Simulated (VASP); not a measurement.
# Ti (I4/mmm) in VASP: notebook

Ti is run at these levels: PBE; tasks: single point.

Program: VASP 6.6.1. These are calculated values, not measurements. Logs are shortened: lines on timing, memory, paths and dates and some standing lists are left out, and cuts for length are marked.

### Step 1. The cell of the first run

Symmetry: I4/mmm, No. 139, tetragonal system. The conventional cell has a = 2.983 Å, b = 2.983 Å, c = 3.878 Å, α = 90.00°, β = 90.00°, γ = 90.00°. Ti (site symmetry 4/mmm) has 12 Ti at 2.86 to 2.98 Å within 3.8 Å.

### Step 2. Single point, PBE

INCAR reads:

```
SYSTEM = Ti
ALGO = Fast
EDIFF = 1E-6
ENCUT = 520
GGA = PE
ISIF = 2
ISMEAR = 0
LASPH = .True.
LCHARG = .True.
LELF = .True.
LREAL = .False.
LVHAR = .True.
LWAVE = .False.
NBANDS = 12
NELM = 100
PREC = Accurate
SIGMA = 0.15
```

KPOINTS reads:

```
k-points
0
Gamma
  28 28 28
  0 0 0
```

POSCAR reads:

```
Ti
1.0
   -1.4914452796      1.4914452796      1.9388788634
    1.4914452796     -1.4914452796      1.9388788634
    1.4914452796      1.4914452796     -1.9388788634
Ti
1
Direct
    0.0000000000      0.0000000000      0.0000000000
```

Potentials or basis: VASP PAW PBE potentials, release 64 (Ti_sv).

On the command line:

```console
cat potpaw_PBE.64/Ti_sv/POTCAR > POTCAR
mpirun -np 1 vasp_std > vasp.out
```

OUTCAR:

```text
SYSTEM = Ti
   EDIFF = 1E-6
   ENCUT = 520
   GGA = PE
   ISIF = 2
   ISMEAR = 0
   LASPH = .True.
   LREAL = .False.
   NELM = 100
   PREC = Accurate

 ion  position               nearest neighbor table
   1  0.000  0.000  0.000-

  LATTYP: Found a body centered tetragonal cell.
 ALAT       =     2.9828905592
 C/A-ratio  =     1.2999999999

  Lattice vectors:

 A1 = (  -1.4914452796,   1.4914452796,   1.9388788634)
 A2 = (   1.4914452796,  -1.4914452796,   1.9388788634)
 A3 = (   1.4914452796,   1.4914452796,  -1.9388788634)

Analysis of symmetry for initial positions (statically):
=====================================================================
 Subroutine PRICEL returns:
 Original cell was already a primitive cell.

 Routine SETGRP: Setting up the symmetry group for a
 body centered tetragonal supercell.

 Subroutine GETGRP returns: Found 16 space group operations
 (whereof 16 operations were pure point group operations)
 out of a pool of 16 trial point group operations.

The static configuration has the point symmetry D_4h.

Analysis of symmetry for dynamics (positions and initial velocities):
=====================================================================
 Subroutine PRICEL returns:
 Original cell was already a primitive cell.

 Routine SETGRP: Setting up the symmetry group for a
 body centered tetragonal supercell.

 Subroutine GETGRP returns: Found 16 space group operations
 (whereof 16 operations were pure point group operations)
 out of a pool of 16 trial point group operations.

The dynamic configuration has the point symmetry D_4h.

 Subroutine INISYM returns: Found 16 space group operations
 (whereof 16 operations are pure point group operations),
 and found     1 'primitive' translations

----------------------------------------------------------------------------------------

                                     Primitive cell

  volume of cell :      17.2514

  direct lattice vectors                    reciprocal lattice vectors
    -1.491445280  1.491445280  1.938878863     0.000000000  0.335245286  0.257880990
     1.491445280 -1.491445280  1.938878863     0.335245286  0.000000000  0.257880990
     1.491445280  1.491445280 -1.938878863     0.335245286  0.335245286  0.000000000

  length of vectors
     2.864972826  2.864972826  2.864972826     0.422956271  0.422956271  0.474108431

  position of ions in fractional coordinates (direct lattice)
     0.000000000  0.000000000  0.000000000

  ion indices of the primitive-cell ions
   primitive index   ion index
                 1           1

----------------------------------------------------------------------------------------

 KPOINTS: k-points

Automatic generation of k-mesh.
 Grid dimensions read from file:
 generate k-points for:   28   28   28

 Generating k-lattice:

  Cartesian coordinates                     Fractional coordinates (reciprocal lattice)
     0.000000000  0.011973046  0.009210035     0.035714286  0.000000000 -0.000000000
     0.011973046  0.000000000  0.009210035     0.000000000  0.035714286 -0.000000000
     0.011973046  0.011973046  0.000000000     0.000000000  0.000000000  0.035714286

  Length of vectors
     0.015105581  0.015105581  0.016932444

  Shift w.r.t. Gamma in fractional coordinates (k-lattice)
     0.000000000  0.000000000  0.000000000

 Subroutine IBZKPT returns following result:
 ===========================================

 Found   1639 irreducible k-points:

 Following reciprocal coordinates:
            Coordinates               Weight
  0.000000  0.000000  0.000000      1.000000
  0.035714  0.000000  0.000000      8.000000
  0.071429  0.000000  0.000000      8.000000
  0.107143  0.000000  0.000000      8.000000
  0.142857 -0.000000  0.000000      8.000000
  0.178571  0.000000 -0.000000      8.000000
[... 16 lines left out ...]
  0.285714  0.035714  0.000000     16.000000
  0.321429  0.035714  0.000000     16.000000
 [... further k-points ...]
   k-points           NKPTS =   1639   k-points in BZ     NKDIM =   1639   number of bands    NBANDS=     12
   number of dos      NEDOS =    301   number of ions     NIONS =      1
   total plane-waves  NPLWV =  13824
   dimension x,y,z NGX =    24 NGY =   24 NGZ =   24
   dimension x,y,z NGXF=    48 NGYF=   48 NGZF=   48
   ions per type =               1
   NGX,Y,Z   is equivalent  to a cutoff of  13.93, 13.93, 13.93 a.u.
   NGXF,Y,Z  is equivalent  to a cutoff of  27.85, 27.85, 27.85 a.u.
 SYSTEM =  Ti
   PREC   = accura    normal or accurate (medium, high low for compatibility)
   ISTART =      0    job   : 0-new  1-cont  2-samecut
   ICHARG =      2    charge: 1-file 2-atom 10-const
   ISPIN  =      1    spin polarized calculation?
   LNONCOLLINEAR =      F non collinear calculations
   LSORBIT =      F    spin-orbit coupling
   LASPH  =      T    aspherical Exc in radial PAW
   ENCUT  =  520.0 eV  38.22 Ry    6.18 a.u.   5.33  5.33  5.33*2*pi/ulx,y,z
   NELM   =    100;   NELMIN=  2; NELMDL= -5     # of ELM steps
   EDIFF  = 0.1E-05   stopping-criterion for ELM
   LREAL  =      F    real-space projection
   EDIFFG = 0.1E-04   stopping-criterion for IOM
   NSW    =      0    number of steps for IOM
   IBRION =     -1    ionic relax: 0-MD 1-quasi-New 2-CG
   NFREE  =      0    steps in history (QN), initial steepest desc. (CG)
   ISIF   =      2    stress and relaxation
   ISYM   =      2    0-nonsym 1-usesym 2-fastsym
   POTIM  = 0.5000    time-step for ionic-motion
   TEBEG  =    0.0;   TEEND  =   0.0 temperature during run
   PSTRESS=    0.0 pullay stress
   NELECT =      12.0000    total number of electrons
   NUPDOWN=      -1.0000    fix difference up-down
   EMIN   =  10.00;   EMAX   =-10.00  energy-range for DOS
   EFERMI =   0.00;   METHOD = LEGACY
   ISMEAR =     0;   SIGMA  =   0.15  broadening in eV -4-tet -1-fermi 0-gaus
   EFERMI_NEDOS =   21; number of points for ismear=-14 and -15
   IALGO  =     68    algorithm
   IMIX   =      4    mixing-type and parameters
     AMIX     =   0.40;   BMIX     =  1.00
     AMIX_MAG =   1.60;   BMIX_MAG =  1.00
  volume/ion in A,a.u.               =      17.25       116.42
  Fermi-wavevector in a.u.,A,eV,Ry     =   1.450530  2.741105 28.627177  2.104038
  Thomas-Fermi vector in A             =   2.568132
   LORBIT       =      0    0 simple, 1 ext, 2 COOP (PROOUT), +10 PAW based schemes
   GGA     = PE    functional components
   LHFCALC =     F    Hartree Fock is set to
   AEXX    =    0.0000 exact exchange contribution
   IVDW    =     0    specifies the selected vdW correction
   LEPSILON=     F    determine dielectric tensor
   LRPA    =     F    only Hartree local field effects (RPA)
 non-spin polarized calculation
 RMM-DIIS sequential band-by-band and
 Gauss-broadening in eV      SIGMA  =   0.15
  energy-cutoff  :      520.00
  volume of cell :       17.25
 maximum number of plane-waves:       483
 NGX is ok and might be reduce to    24

 number of electron      12.0000001 magnetization

 Free energy of the ion-electron system (eV)
  ---------------------------------------------------
  ext. energy  EPLUGINS =         0.00000000
  ---------------------------------------------------
  free energy    TOTEN  =        -7.77904395 eV

  energy without entropy =       -7.75761047  energy(sigma->0) =       -7.76832721

 E-fermi :   8.2746     XC(G=0): -11.5302

 val. band max:        8.2742185973   @ k =  -0.1429  -0.2500   0.1429
 cond. band min:       8.2756743380   @ k =  -0.1071   0.4286   0.0357
 fundamental gap:      0.0014557407
 Fermi energy:         8.2745827624

 k-point     1 :       0.0000    0.0000    0.0000
  band No.  band energies     occupation
      1     -48.4072      2.00000
      2     -24.2610      2.00000
      3     -24.2610      2.00000
      4     -24.2503      2.00000
      5       2.1811      2.00000
      6       8.9977      0.00000
      7       8.9977      0.00000
      8       9.6117      0.00000
      9      10.4199      0.00000
     10      11.1218      0.00000
     11      23.6920      0.00000
     12      27.4222      0.00000

 k-point     2 :       0.0357    0.0000    0.0000
  band No.  band energies     occupation
      1     -48.4057      2.00000
      2     -24.2679      2.00000
      3     -24.2626      2.00000
      4     -24.2531      2.00000
      5       2.2230      2.00000
      6       8.9894      0.00000
      7       9.0126      0.00000
      8       9.6085      0.00000
      9      10.4136      0.00000
     10      11.1087      0.00000
     11      23.7259      0.00000
     12      27.2239      0.00000

 k-point     3 :       0.0714    0.0000    0.0000
  band No.  band energies     occupation
      1     -48.4010      2.00000
      2     -24.2928      2.00000
      3     -24.2673      2.00000
      4     -24.2563      2.00000
      5       2.3476      2.00000
      6       8.9579      0.00000
      7       9.0536      0.00000
      8       9.6066      0.00000
      9      10.3988      0.00000
     10      11.0720      0.00000
     11      23.8119      0.00000
     12      26.6283      0.00000

 k-point     4 :       0.1071    0.0000    0.0000
  band No.  band energies     occupation
      1     -48.3936      2.00000
      2     -24.3346      2.00000
      3     -24.2749      2.00000
      4     -24.2597      2.00000
      5       2.5514      2.00000
      6       8.8901      0.00000
      7       9.1098      0.00000
      8       9.6220      0.00000
      9      10.3880      0.00000
     10      11.0197      0.00000
     11      23.8900      0.00000
     12      25.8115      0.00000

 k-point     5 :       0.1429   -0.0000    0.0000
  band No.  band energies     occupation
      1     -48.3836      2.00000
      2     -24.3902      2.00000
      3     -24.2849      2.00000
      4     -24.2637      2.00000
      5       2.8281      2.00000
      6       8.7825      0.00000
      7       9.1622      0.00000
      8       9.6606      0.00000
      9      10.4023      0.00000
     10      10.9651      0.00000
     11      23.7846      0.00000
     12      25.0607      0.00000
[... 228 lines left out ...]
      1     -48.3521      2.00000
      2     -24.5608      2.00000
      3     -24.3221      2.00000
      4     -24.2739      2.00000
      5       3.7466      2.00000
      6       8.4386      0.12205
      7       9.1554      0.00000
      8       9.7619      0.00000
      9      10.6697      0.00000
     10      10.9392      0.00000
     11      21.9603      0.00000
     12      24.3639      0.00000

 k-point    22 :       0.2500    0.0357    0.0000
  band No.  band energies     occupation
      1     -48.3380      2.00000
      2     -24.6367      2.00000
      3     -24.3363      2.00000
      4     -24.2796      2.00000
      5       4.1759      2.00000
      6       8.3228      0.64958
      7       9.0858      0.00000
      8       9.7647      0.00000
      9      10.8244      0.00000
     10      11.0648      0.00000
     11      20.9786      0.00000
     12      24.1155      0.00000

 k-point    23 :       0.2857    0.0357    0.0000
  band No.  band energies     occupation
      1     -48.3241      2.00000
      2     -24.7105      2.00000
      3     -24.3501      2.00000
      4     -24.2853      2.00000
      5       4.6014      2.00000
      6       8.2590      1.11710
      7       8.9996      0.00000
      8       9.7281      0.00000
      9      10.9922      0.00000
     10      11.2616      0.00000
     11      20.0106      0.00000
     12      23.8134      0.00000

 k-point    24 :       0.3214    0.0357    0.0000
  band No.  band energies     occupation
      1     -48.3112      2.00000
      2     -24.7786      2.00000
      3     -24.3627      2.00000
      4     -24.2909      2.00000
      5       4.9881      2.00000
      6       8.2710      1.02701
      7       8.9102      0.00000
      8       9.6682      0.00000
      9      11.1705      0.00000
     10      11.4878      0.00000
     11      19.0852      0.00000
     12      23.4965      0.00000

 [... further k-points ...]

------------------------ aborting loop because EDIFF is reached ----------------------------------------

  FORCE on cell =-STRESS in cart. coord.  units (eV):
  Direction    XX          YY          ZZ          XY          YZ          ZX
  --------------------------------------------------------------------------------------
  -------------------------------------------------------------------------------------
  Total       -0.0108117     -0.0108117      0.2678549      0.0000000     -0.0000000      0.0000000
  in kB       -1.0041088     -1.0041088     24.8762447      0.0000000     -0.0000000      0.0000000
  external PRESSURE =       7.6226757 kB  Pullay stress =       0.0000000 kB

 VOLUME and BASIS-vectors are now :
 -----------------------------------------------------------------------------
  energy-cutoff  :      520.00
  volume of cell :       17.25
      direct lattice vectors                 reciprocal lattice vectors
    -1.491445280  1.491445280  1.938878863     0.000000000  0.335245286  0.257880990
     1.491445280 -1.491445280  1.938878863     0.335245286  0.000000000  0.257880990
     1.491445280  1.491445280 -1.938878863     0.335245286  0.335245286  0.000000000

 POSITION                                       TOTAL-FORCE (eV/Angst)
 -----------------------------------------------------------------------------------
      0.00000      0.00000      0.00000         0.000000      0.000000      0.000000
 -----------------------------------------------------------------------------------
    total drift:                               -0.000000      0.000000     -0.000000

  FREE ENERGIE OF THE ION-ELECTRON SYSTEM (eV)
  ---------------------------------------------------
  free  energy   TOTEN  =        -7.7790439497 eV

  energy  without entropy=       -7.7576104679  energy(sigma->0) =       -7.76832721
```

Wall time 4.5 min (1 thread of Intel Xeon 6975P-C (Granite Rapids), shared host); peak memory 0.42 GiB.

What came out:

| Item | Value |
| --- | --- |
| Free energy | -7.7790 eV |
| Pressure | 0.8 GPa |
| Band gap on the k mesh | zero (band 6 reaches 9.16 eV, above the bottom of band 7 at 7.77 eV) |

### Step 3. Single point, PBE

INCAR reads:

```
SYSTEM = Ti
PREC = Accurate
ENCUT = 520
EDIFF = 1E-6
ISMEAR = 0
SIGMA = 0.15
LREAL = .False.
LASPH = .True.
NELM = 100
ALGO = Fast
ISIF = 2
LWAVE = .False.
LCHARG = .False.
GGA = PE
NBANDS = 12
```

KPOINTS reads:

```
regular mesh
0
Gamma
  28 28 28
  0 0 0
```

POSCAR reads:

```
Ti
1.0
   -1.6736288961      1.6736288961      1.5397385844
    1.6736288961     -1.6736288961      1.5397385844
    1.6736288961      1.6736288961     -1.5397385844
Ti
1
Direct
    0.0000000000      0.0000000000      0.0000000000
```

Potentials or basis: VASP PAW PBE potentials, release 64 (Ti_sv).

On the command line:

```console
cat potpaw_PBE.64/Ti_sv/POTCAR > POTCAR
mpirun -np 1 vasp_std > vasp.out
```

Run time: 4 min. Hardware: 1 thread of Intel Xeon 6975P-C (Granite Rapids), shared host; peak memory 0.42 GiB.

Results (log left out):

| Property | Result |
| --- | --- |
| Free energy | -7.7450 eV |
| Pressure | -0.1 GPa |
| Band gap on the k mesh | zero (band 6 reaches 9.09 eV, above the bottom of band 7 at 7.58 eV) |

Stress tensor (GPa, compression positive):
```
 0.65  0.00  0.00
 0.00  0.65  0.00
 0.00  0.00 -1.61
```

Levels at points of the mesh, in eV from the Fermi level:
```
           k point  band 4  band 5  band 6  band 7  band 8  band 9
(0.00, 0.00, 0.00)  -32.40   -5.99    0.58    1.21    1.21    2.32
(0.50, 0.00, 0.00)  -32.43   -2.49   -0.65    1.36    2.73    3.40
(0.50, 0.50, 0.00)  -32.38   -2.50    0.09    0.77    2.24    2.89
(0.50, 0.50, 0.50)  -32.79   -2.25   -2.04    3.88    3.88    4.02
```

### Step 4. Single point, PBE

INCAR reads:

```
ALGO = Fast ; EDIFF = 1E-7
ENCUT = 520 ; GGA = PE
ISIF = 2 ; ISMEAR = 0
LASPH = True ; LCHARG = False
LREAL = False ; LWAVE = False
NBANDS = 12 ; NELM = 100
PREC = Accurate ; SIGMA = 0.15
```

KPOINTS reads:

```
k-points
0
Gamma
  28 28 28
```

POSCAR reads:

```
Ti
1.0
   -1.5768518053      1.5768518053      1.7345369858
    1.5768518053     -1.5768518053      1.7345369858
    1.5768518053      1.5768518053     -1.7345369858
Ti
1
Direct
    0.0000000000      0.0000000000      0.0000000000
```

On the command line:

```console
cat potpaw_PBE.64/Ti_sv/POTCAR > POTCAR
mpirun -np 1 vasp_std > vasp.out
```

Run time: 5.1 min. Hardware: 1 thread of Intel Xeon 6975P-C (Granite Rapids), shared host; peak memory 0.43 GiB.

The run converged. Its results:

```
Free energy            : -7.7442 eV
Pressure               : 0.0 GPa
Band gap on the k mesh : zero (band 6 reaches 9.15 eV, above the bottom of band 7 at 7.54 eV)
```

Stress tensor (GPa, compression positive):
```
-0.63  0.00  0.00
 0.00 -0.63  0.00
 0.00  0.00  1.29
```

Levels at points of the mesh, in eV from the Fermi level:
```csv
k point,band 2,band 3,band 4,band 5,band 6,band 7,band 8,band 9,band 10,band 11
"(0.00, 0.00, 0.00)",-32.41,-32.41,-32.40,-6.00,0.79,0.79,1.43,2.30,3.02,16.45
"(0.50, 0.00, 0.00)",-33.10,-32.60,-32.41,-2.49,-0.13,0.95,2.24,3.18,4.18,8.60
"(0.50, 0.50, 0.00)",-33.08,-32.65,-32.46,-2.50,-0.93,1.59,3.19,3.30,4.31,9.29
"(0.50, 0.50, 0.50)",-32.96,-32.83,-32.83,-2.28,-2.02,3.81,3.97,3.97,6.69,9.33
```

### Step 5. Single point, PBE

This run uses another cell than the first one, of the same volume but with other edges.

INCAR reads:

```
SYSTEM = Ti
PREC = Accurate
ENCUT = 520
EDIFF = 1E-6
ISMEAR = 0
SIGMA = 0.15
LREAL = .FALSE.
LASPH = .TRUE.
NELM = 80
ALGO = Fast
ISIF = 2
LWAVE = .FALSE.
LCHARG = .TRUE.
GGA = PE
LELF = .TRUE.
LVHAR = .TRUE.
NBANDS = 12
```

KPOINTS reads:

```
Automatic mesh
0
G
  28 28 28
  0 0 0
```

POSCAR reads:

```
Ti
1.0
   -1.8791033025      1.8791033025      1.2214171466
    1.8791033025     -1.8791033025      1.2214171466
    1.8791033025      1.8791033025     -1.2214171466
Ti
1
Direct
    0.0000000000      0.0000000000      0.0000000000
```

On the command line:

```console
cat potpaw_PBE.64/Ti_sv/POTCAR > POTCAR
mpirun -np 1 vasp_std > vasp.out
```

Run time: 4.1 min. Hardware: 1 thread of Intel Xeon 6975P-C (Granite Rapids), shared host; peak memory 0.43 GiB.

Results (log left out):

| Property | Result |
| --- | --- |
| Free energy | -7.5138 eV |
| Pressure | 1.4 GPa |
| Band gap on the k mesh | zero (band 6 reaches 8.58 eV, above the bottom of band 7 at 7.77 eV) |

Stress tensor (GPa, compression positive):
```
-6.36  0.00  0.00
 0.00 -6.36  0.00
 0.00  0.00 16.86
```

Levels at points of the mesh, in eV from the Fermi level:
```tsv
k point	band 2	band 3	band 4	band 5	band 6	band 7	band 8	band 9	band 10	band 11
(0.00, 0.00, 0.00)	-32.35	-32.35	-31.77	-5.80	-0.66	-0.09	3.26	3.26	3.56	14.64
(0.50, 0.00, 0.00)	-33.39	-32.39	-32.37	-2.25	-1.20	2.60	3.27	3.66	4.66	10.92
(0.50, 0.50, 0.00)	-32.93	-32.31	-31.83	-2.49	-0.40	0.03	2.16	2.96	4.56	7.02
(0.50, 0.50, 0.50)	-32.83	-32.83	-31.90	-2.45	-1.83	4.29	4.43	4.43	4.89	4.89
```

### Step 6. The runs side by side

```csv
cell,further INCAR settings,gap on the mesh (eV),pressure (GPa)
"a = 2.865 Å, angles 117.3, 117.3, 94.8°, 1 atom",ALGO = Fast; EDIFF = 1e-06; NBANDS = 12,none,0.8
"a = 2.824 Å, angles 107.3, 107.3, 113.9°, 1 atom",ALGO = Fast; EDIFF = 1e-06; NBANDS = 12,none,-0.1
"a = 2.825 Å, angles 112.1, 112.1, 104.2°, 1 atom",ALGO = Fast; EDIFF = 1e-07; NBANDS = 12,none,0.0
"a = 2.925 Å, angles 100.0, 100.0, 130.6°, 1 atom",ALGO = Fast; EDIFF = 1e-06; NBANDS = 12,none,1.4
```

Alike in all rows: task single point; level PBE; potentials or basis VASP PAW PBE potentials, release 64 (Ti_sv); no spin polarisation; k mesh 28 × 28 × 28; cutoff (eV) 520; smearing gaussian 0.15 eV.

Total energies depend on the potentials used, so only differences within one code and one set of settings carry meaning.
